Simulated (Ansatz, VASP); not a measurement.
# ZnCu2 in VASP and in Ansatz

POSCAR

```
ZnCu2
1.0
    2.5838256049      0.0000000000      0.0000000000
   -1.2919128025      2.2376586128      0.0000000000
    0.0000000000      0.0000000000      6.2933738000
Zn Cu
1 2
Direct
    0.0000000000      0.0000000000      0.0000000000
    0.3333333333      0.6666666667      0.6621414900
    0.6666666667      0.3333333333      0.3378585100
```

The input INCAR.step1:

```
SYSTEM = ZnCu2
  PREC = Accurate
  ENCUT = 520
  ISMEAR = 0
  SIGMA = 0.1
  LREAL = .False.
  LASPH = .True.
  NELM = 100
  NBANDS = 24
  GGA = PE
  ALGO = Normal
  EDIFF = 1E-4
  LWAVE = .True.
  LCHARG = .False.
```

Contents of INCAR.step2:

```
SYSTEM = ZnCu2
  PREC = Accurate
  ENCUT = 520
  EDIFF = 1E-6
  ISMEAR = 0
  SIGMA = 0.1
  LREAL = .False.
  LASPH = .True.
  NELM = 100
  ALGO = Normal
  ISIF = 2
  LWAVE = .False.
  LCHARG = .False.
  METAGGA = R2SCAN
  LMIXTAU = .True.
  NBANDS = 24
  ISTART = 1
```

The input KPOINTS:

```
regular mesh
0
Gamma
  15 15 6
  0 0 0
```

Input for Ansatz:

```yaml
crystal:
  lattice:
    - [2.5838256049, 0.0, 0.0]
    - [-1.2919128025, 2.2376586128, 0.0]
    - [0.0, 0.0, 6.2933738]
  atoms:
    - { symbol: Zn, position: [0.0, 0.0, 0.0] }
    - { symbol: Cu, position: [0.3333333333, 0.6666666667, 0.66214149] }
    - { symbol: Cu, position: [0.6666666667, 0.3333333333, 0.33785851] }
basis:
  ecutwfc: 500
kpoints:
  mp_grid: { grid: [15, 15, 6] }
hamiltonian:
  xc: r2scan
scf:
  occupations: { method: gaussian, width: 0.1 }
output:
  forces: true
  stress: true
  eigenvalues: true
```

Alike in both runs: task single point; functional r2SCAN; k mesh 15 × 15 × 6; occupations gaussian, width 0.1 eV; no spin polarisation.

|  | VASP | Ansatz |
| --- | --- | --- |
| version | VASP 6.6.1 | Ansatz 0.2.0 |
| potentials or method | VASP PAW PBE potentials, release 64 (Zn, Cu), cutoff 520 eV | scalar-relativistic, plane waves, PAW |
| valence electrons in the cell | 34 | 50 |

VASP gave:

- gap on the k mesh at the Fermi level (eV): none
- pressure (GPa): 0.8
- traceless stress, the component that is largest in VASP (GPa): -0.65
- rms of the force components (eV/Å): 0.005

Task: Estimate Ansatz's values.

Result: gap on the k mesh at the Fermi level (eV): none; pressure (GPa): 0.2; traceless stress, the component that is largest in VASP (GPa): -0.65; rms of the force components (eV/Å): 0.010.

VASP's potentials were made for PBE, not for r2SCAN. Atom by atom the forces differ by 0.005 eV/Å (rms over components). A gap of «none» marks a metal or a gap that the smearing closes. With one functional, cell and mesh, what is left measures potentials, basis and numerics. VASP's potentials hold 34 valence electrons a cell and Ansatz's 50, so a difference there can come from the potentials and not from the codes.
